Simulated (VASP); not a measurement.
# Ba (Pm-3m) in VASP: notebook, part 2 of 2

VASP 6.6.1. Earlier steps stand in the parts before.

### Step 5. Relaxation of cell and atoms, PBEsol

This run uses another cell than the first one, of 67.50 Å³/atom.

The input, INCAR:

```
SYSTEM = Ba
PREC = Accurate ; ENCUT = 600
EDIFF = 1E-7 ; ISMEAR = -1
SIGMA = 0.1 ; LREAL = .False.
LASPH = .True. ; NELM = 80
ALGO = Normal ; ISIF = 3
LWAVE = .False. ; LCHARG = .False.
GGA = PS ; IBRION = 2
NSW = 80 ; EDIFFG = -0.01
```

The input, KPOINTS:

```
regular mesh
0
Gamma
  8 8 8
  0 0 0
```

The input, POSCAR:

```
Ba
1.0
    4.0716264249      0.0000000000      0.0000000000
    0.0000000000      4.0716264249      0.0000000000
    0.0000000000      0.0000000000      4.0716264249
Ba
1
Direct
    0.0000000000      0.0000000000      0.0000000000
```

Potentials or basis: VASP PAW PBE potentials, release 64 (Ba_sv).

Started as:

```bash
$ cat potpaw_PBE.64/Ba_sv/POTCAR > POTCAR
$ mpirun -np 1 vasp_std > vasp.out
```

OUTCAR:

```text
SYSTEM = Ba
   PREC = Accurate
   ENCUT = 600
   EDIFF = 1E-7
   ISMEAR = -1
   LREAL = .False.
   LASPH = .True.
   NELM = 80
   ISIF = 3
   GGA = PS
   IBRION = 2
   NSW = 80
   EDIFFG = -0.01

 ion  position               nearest neighbor table
   1  0.000  0.000  0.000-

  LATTYP: Found a simple cubic cell.
 ALAT       =     4.0716264249

  Lattice vectors:

 A1 = (   4.0716264249,   0.0000000000,   0.0000000000)
 A2 = (   0.0000000000,   4.0716264249,   0.0000000000)
 A3 = (   0.0000000000,   0.0000000000,   4.0716264249)

Analysis of symmetry for initial positions (statically):
=====================================================================
 Subroutine PRICEL returns:
 Original cell was already a primitive cell.

 Routine SETGRP: Setting up the symmetry group for a
 simple cubic supercell.

 Subroutine GETGRP returns: Found 48 space group operations
 (whereof 48 operations were pure point group operations)
 out of a pool of 48 trial point group operations.

The static configuration has the point symmetry O_h .

Analysis of symmetry for dynamics (positions and initial velocities):
=====================================================================
 Subroutine PRICEL returns:
 Original cell was already a primitive cell.

 Routine SETGRP: Setting up the symmetry group for a
 simple cubic supercell.

 Subroutine GETGRP returns: Found 48 space group operations
 (whereof 48 operations were pure point group operations)
 out of a pool of 48 trial point group operations.

The dynamic configuration has the point symmetry O_h .

 Subroutine INISYM returns: Found 48 space group operations
 (whereof 48 operations are pure point group operations),
 and found     1 'primitive' translations

[... 117 lines left out ...]
   GGA     = PS    functional components
   LHFCALC =     F    Hartree Fock is set to
   AEXX    =    0.0000 exact exchange contribution
   IVDW    =     0    specifies the selected vdW correction
   LEPSILON=     F    determine dielectric tensor
   LRPA    =     F    only Hartree local field effects (RPA)
 conjugate gradient relaxation of ions
 non-spin polarized calculation
  energy-cutoff  :      600.00
  volume of cell :       67.50
 maximum number of plane-waves:      2301
 NGX is ok and might be reduce to    36
   NGX = 17   NGY = 17   NGZ = 17

--------------------------------------- Ionic step        1  -------------------------------------------

 number of electron      10.0000000 magnetization

 Free energy of the ion-electron system (eV)
  ---------------------------------------------------
  ext. energy  EPLUGINS =         0.00000000
  ---------------------------------------------------
  free energy    TOTEN  =        -1.82365316 eV

  energy without entropy =       -1.77913469  energy(sigma->0) =       -1.80139393

------------------------ aborting loop because EDIFF is reached ----------------------------------------

  FORCE on cell =-STRESS in cart. coord.  units (eV):
  Direction    XX          YY          ZZ          XY          YZ          ZX
  --------------------------------------------------------------------------------------
  -------------------------------------------------------------------------------------
  Total       -0.4257178     -0.4257178     -0.4257178     -0.0000000     -0.0000000      0.0000000
  in kB      -10.1048211    -10.1048211    -10.1048211     -0.0000000     -0.0000000      0.0000000
  external PRESSURE =     -10.1048211 kB  Pullay stress =       0.0000000 kB
[... 92 lines left out ...]
--------------------------------------- Ionic step        4  -------------------------------------------

 number of electron      10.0000000 magnetization

 Free energy of the ion-electron system (eV)
  ---------------------------------------------------
  ext. energy  EPLUGINS =         0.00000000
  ---------------------------------------------------
  free energy    TOTEN  =        -1.86203574 eV

  energy without entropy =       -1.82558657  energy(sigma->0) =       -1.84381116

 E-fermi :   1.8167     XC(G=0):  -7.8433

 val. band max:        1.7928735876   @ k =   0.5000   0.1250   0.1250
 cond. band min:       1.8552392917   @ k =   0.1250   0.0000   0.0000
 fundamental gap:      0.0623657041
 Fermi energy:         1.8167448624

 k-point     1 :       0.0000    0.0000    0.0000
  band No.  band energies     occupation
      1     -27.2009      2.00000
      2     -11.9312      2.00000
      3     -11.9312      2.00000
      4     -11.9312      2.00000
      5      -0.7915      2.00000
      6       1.7771      1.19547
      7       1.7771      1.19547
      8       7.1417      0.00000
      9       7.1417      0.00000
[... 265 lines left out ...]
 k-point    24 :       0.5000    0.3750    0.1250
  band No.  band energies     occupation
      1     -27.0392      2.00000
      2     -12.7060      2.00000
      3     -12.5711      2.00000
      4     -11.9059      2.00000
      5       1.0144      1.99934
      6       2.8541      0.00006
      7       3.7941      0.00000
      8       4.1367      0.00000
      9       6.0080      0.00000

 [... further k-points ...]
[... 5 lines left out ...]
  --------------------------------------------------------------------------------------
  -------------------------------------------------------------------------------------
  Total        0.0057805      0.0057805      0.0057805     -0.0000000      0.0000000     -0.0000000
  in kB        0.1634762      0.1634762      0.1634762     -0.0000000      0.0000000     -0.0000000
  external PRESSURE =       0.1634762 kB  Pullay stress =       0.0000000 kB
[... 16 lines left out ...]
  FREE ENERGIE OF THE ION-ELECTRON SYSTEM (eV)
  ---------------------------------------------------
  free  energy   TOTEN  =        -1.8620357386 eV

  energy  without entropy=       -1.8255865735  energy(sigma->0) =       -1.84381116

 reached required accuracy - stopping structural energy minimisation
```

OSZICAR:

```text
N       E                     dE             d eps       ncg     rms          rms(c)
DAV:   1     0.675560423854E+02    0.67556E+02   -0.44956E+03   630   0.101E+03
DAV:   2     0.138812361461E+01   -0.66168E+02   -0.65113E+02   790   0.154E+02
DAV:   3    -0.175590760182E+01   -0.31440E+01   -0.31221E+01   801   0.423E+01
[... 35 lines left out ...]
DAV:   4    -0.186146797596E+01   -0.16036E-03   -0.41447E-04   646   0.195E-01    0.115E-01
DAV:   5    -0.186203101353E+01   -0.56304E-03   -0.34538E-04   887   0.139E-01    0.145E-02
DAV:   6    -0.186203358317E+01   -0.25696E-05   -0.78814E-06   788   0.204E-02    0.118E-02
DAV:   7    -0.186203567103E+01   -0.20879E-05   -0.20210E-06   751   0.198E-02    0.811E-04
DAV:   8    -0.186203573855E+01   -0.67518E-07   -0.24390E-08   354   0.135E-03
   4 F= -.18620357E+01 E0= -.18438112E+01  d E =-.383826E-01
```

CONTCAR:

```text
Ba
   1.00000000000000
     3.8406721247783064    0.0000000000000000    0.0000000000000000
    -0.0000000000000000    3.8406721247783064    0.0000000000000000
    -0.0000000000000000   -0.0000000000000000    3.8406721247783064
  Ba
     1
Direct
     0.0000000000000000    0.0000000000000000    0.0000000000000000

  0.00000000E+00  0.00000000E+00  0.00000000E+00
```

It took 30 s on 1 thread of Intel Xeon 6975P-C (Granite Rapids), shared host; peak memory 0.21 GiB.

What came out:

| Item | Value |
| --- | --- |
| Free energy | -1.8620 eV |
| Relaxed volume | 56.65 Å³/atom |
| Relaxed cell | a = 3.841 Å, b = 3.841 Å, c = 3.841 Å, α = 90.00°, β = 90.00°, γ = 90.00° |
| Space group after relaxing (to 0.1 Å) | Pm-3m (No. 221) |
| Energy gained by relaxing | 38.4 meV/atom |
| Ionic steps | 4 |
| Pressure after relaxing | 0.0 GPa |
| Band gap on the k mesh | zero (bands 5 and 6 overlap by 0.09 eV) |

Step by step:
```csv
step,energy change (eV),largest force (eV/Å),pressure (GPa),volume (Å³)
1,0.0000,0.0000,-1.01,67.50
2,-0.0223,0.0000,-0.72,63.43
3,-0.0375,0.0000,-0.19,58.28
4,-0.0384,0.0000,0.02,56.65
```

Final structure:
```
Ba
1.0
     3.84067    0.00000    0.00000
     0.00000    3.84067    0.00000
     0.00000    0.00000    3.84067
Ba
1
Direct
  0.00000 0.00000 0.00000
```

Caveat: the volume moved by over 15 % at a fixed basis, so the end points are rough; the PAW data sets were made with another functional, which shifts forces and pressure a little; spin-orbit coupling is left out, which moves the levels of the heavy elements.

### Step 6. The runs side by side

```csv
task,cell,k mesh,cutoff (eV),gap on the mesh (eV),pressure (GPa)
single point,"a = 3.907 Å, 1 atom",9 × 9 × 9,520,-,-0.3
single point,"a = 3.955 Å, 1 atom",9 × 9 × 9,520,-,-0.6
single point,"a = 3.808 Å, 1 atom",14 × 14 × 14,520,none,0.3
relaxation of cell and atoms,"relaxed from a = 4.072 Å, 1 atom",8 × 8 × 8,600,none,0.0
```

Alike in all rows: level PBEsol; potentials or basis VASP PAW PBE potentials, release 64 (Ba_sv); no spin polarisation; smearing fermi-dirac 0.1 eV.

Caveats: the PAW data sets were made with another functional, which shifts forces and pressure a little; spin-orbit coupling is left out, which moves the levels of the heavy elements; the volume moved by over 15 % at a fixed basis, so the end points are rough (at least some runs).

Total energies depend on the potentials used, so only differences within one code and one set of settings carry meaning.
